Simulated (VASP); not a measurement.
Here is a VASP 6.6.1 calculation.

The input POSCAR:

```
PtS2
1.0
    3.5526240946      0.0000000000      0.0000000000
   -1.7763120473      3.0766627160      0.0000000000
    0.0000000000      0.0000000000      5.1228306135
Pt S
1 2
Direct
    0.0000000000      0.0000000000      0.0000000000
    0.3333333333      0.6666666667      0.2392542175
    0.6666666667      0.3333333333      0.7607457825
```

The input INCAR.step1:

```
SYSTEM = PtS2
ALGO = Normal
EDIFF = 1E-4
ENCUT = 520
GGA = PE
ISMEAR = 0
LASPH = .TRUE.
LCHARG = .FALSE.
LREAL = .FALSE.
LWAVE = .TRUE.
NBANDS = 18
NELM = 80
PREC = Accurate
SIGMA = 0.05
```

The input INCAR.step2:

```
SYSTEM = PtS2
ALGO = Normal
EDIFF = 1E-6
ENCUT = 520
ISIF = 2
ISMEAR = 0
ISTART = 1
LASPH = .TRUE.
LCHARG = .FALSE.
LMIXTAU = .TRUE.
LREAL = .FALSE.
LWAVE = .FALSE.
METAGGA = R2SCAN
NBANDS = 18
NELM = 80
PREC = Accurate
SIGMA = 0.05
```

File KPOINTS:

```
k-points
0
G
  6 6 4
  0 0 0
```

Potentials or basis: VASP PAW PBE potentials, release 64 (Pt, S).

Command:

```sh
$ cat potpaw_PBE.64/Pt/POTCAR potpaw_PBE.64/S/POTCAR > POTCAR
$ cp INCAR.step1 INCAR
$ mpirun -np 1 vasp_std > vasp.out
$ cp INCAR.step2 INCAR
$ mpirun -np 1 vasp_std > vasp.out
```

What does it give for the band gap on the k mesh?

0.98 eV, indirect (least direct gap 1.59 eV).

What does it give for the largest force?

0.048 eV/Å.

Estimate the pressure.

1.2 GPa.

Forces on the atoms (eV/Å):
```
Pt   0.000  0.000  0.000
S    0.000  0.000 -0.048
S    0.000  0.000  0.048
```

Caveat: the PAW data sets were made with another functional, which shifts forces and pressure a little; spin-orbit coupling is left out, which moves the levels of the heavy elements. A k mesh can miss the band edges.
